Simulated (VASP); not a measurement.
Runs of VASP 6.6.1 on HfB2. The structure is that of space group P6/mmm (No. 191), or close to it. The cells are those of the table. 

```csv
task,level,spin,cell,k mesh,cutoff (eV),smearing,grid for exact exchange (PRECFOCK),share of exact exchange,gap on the mesh (eV),pressure (GPa),moment (μB)
single point,PBE-based global hybrid with 50 % exact exchange,off,"a = 3.140, b = 3.140, c = 3.480 Å, angles 90.0, 90.0, 120.0°, 3 atoms",6 × 6 × 5,520,fermi-dirac 0.05 eV,Normal,0.5,none,(a),-
single point,r2SCAN,collinear,"a = 3.135, b = 3.135, c = 3.485 Å, angles 90.0, 90.0, 120.0°, 3 atoms",10 × 10 × 8,550,methfessel-paxton 0.1 eV,-,-,none,-0.6,0.00
relaxation of cell and atoms,r2SCAN,collinear,"relaxed from a = 3.140, b = 3.140, c = 3.480 Å, angles 90.0, 90.0, 120.0°, 3 atoms",10 × 10 × 8,550,methfessel-paxton 0.1 eV,-,-,none,0.0,0.00
single point,PBE-based global hybrid with 35 % exact exchange,off,"a = 3.140, b = 3.140, c = 3.480 Å, angles 90.0, 90.0, 120.0°, 3 atoms",6 × 6 × 5,520,fermi-dirac 0.05 eV,Normal,0.35,none,-4.9,-
```

Alike in all rows: potentials or basis VASP PAW PBE potentials, release 64 (Hf_pv, B).

Problem. Estimate the missing entries.

Solution. (a) -7.3.

Caveats: some runs use coarse meshes; the PAW data sets were made with another functional, which shifts forces and pressure a little; spin-orbit coupling is left out, which moves the levels of the heavy elements; an empty level that is flat over the whole mesh can mark a ghost state of the potentials, or a narrow d or f band (at least some runs).

A k mesh can miss the band edges, and the runs leave out spin-orbit coupling on Hf.

A gap of «none» marks levels without a gap at the run's occupations.
